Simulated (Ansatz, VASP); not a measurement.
PbO: VASP beside Ansatz

```
CELL_PARAMETERS angstrom
0.00000 2.83208 2.83208
2.83208 0.00000 2.83208
2.83208 2.83208 0.00000
ATOMIC_POSITIONS crystal
Pb 0.00000 0.00000 0.00000
O 0.25000 0.25000 0.25000
```

Alike in both runs: task single point; functional PBE; k mesh 12 × 12 × 12; occupations gaussian, width 0.02 eV; no spin polarisation.

|  | VASP | Ansatz |
| --- | --- | --- |
| version | VASP 6.6.1 | Ansatz 0.2.0 |
| potentials or method | VASP PAW PBE potentials, release 64 (Pb_d, O), cutoff 520 eV | scalar-relativistic, plane waves, PAW |
| valence electrons in the cell | 20 | 20 |

```tsv
	VASP	Ansatz	Ansatz less VASP
gap on the k mesh at the Fermi level (eV)	0.52	0.52	-0.001
pressure (GPa)	0.0	0.0	+0.01
```

Spin-orbit coupling is off throughout.
